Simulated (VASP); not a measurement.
## HfAg2Sn2: single point with PBE

HfAg2Sn2:

```
Hf Sn Ag
1.0
     0.00000    3.76567    0.00000
     3.76567    0.00000    0.00000
     1.88283    1.88283   -8.04357
Hf Sn Ag
1 2 2
Direct
  0.00000 0.00000 0.00000
  0.39686 0.39686 0.20627
  0.60314 0.60314 0.79373
  0.75000 0.25000 0.50000
  0.25000 0.75000 0.50000
```

| Property | Result |
| --- | --- |
| Program | VASP 6.6.1 |
| Task | single point |
| Functional | PBE |
| Potentials or basis | VASP PAW PBE potentials, release 64 (Hf_pv, Sn_d, Ag) |
| Cutoff | 520 eV |
| k mesh | 4 × 4 × 4 |
| Occupations | fermi-dirac, width 0.1017 eV |
| Spin | no spin polarisation |

```yaml
Pressure: -0.2 GPa
Largest_force: 0.021 eV/Å
Band_gap_on_the_k_mesh: zero (bands 30 and 31 overlap by 0.91 eV)
```

Forces in eV/Å, atoms in the order of the input:
```
Hf   0.000  0.000  0.000
Sn   0.000  0.000  0.021
Sn   0.000  0.000 -0.021
Ag   0.000  0.000  0.000
Ag   0.000  0.000  0.000
```

Stress tensor (GPa, compression positive):
```
-0.21  0.00  0.00
 0.00 -0.21  0.00
 0.00  0.00 -0.09
```

Levels at points of the mesh, in eV from the Fermi level:
| k point | band 28 | band 29 | band 30 | band 31 | band 32 | band 33 |
| --- | --- | --- | --- | --- | --- | --- |
| (0.00, 0.00, 0.00) | 0.05 | 0.05 | 0.18 | 0.33 | 2.01 | 2.01 |
| (0.50, 0.00, 0.00) | -1.99 | -1.54 | -0.32 | 0.04 | 1.51 | 1.94 |
| (0.50, 0.50, 0.00) | -2.07 | -2.01 | -1.80 | -0.03 | 0.05 | 2.17 |
| (0.00, 0.00, 0.50) | -0.91 | 0.32 | 0.32 | 1.29 | 1.29 | 1.30 |

It took 75 s on 1 thread of AMD EPYC 9R45 (Zen 5), with other jobs on the host, peak memory 0.2 GiB.

Caveat: the k points lie up to 0.43 Å⁻¹ apart, too coarse for converged energies and pressures of a metal; spin-orbit coupling is left out, which moves the levels of the heavy elements.
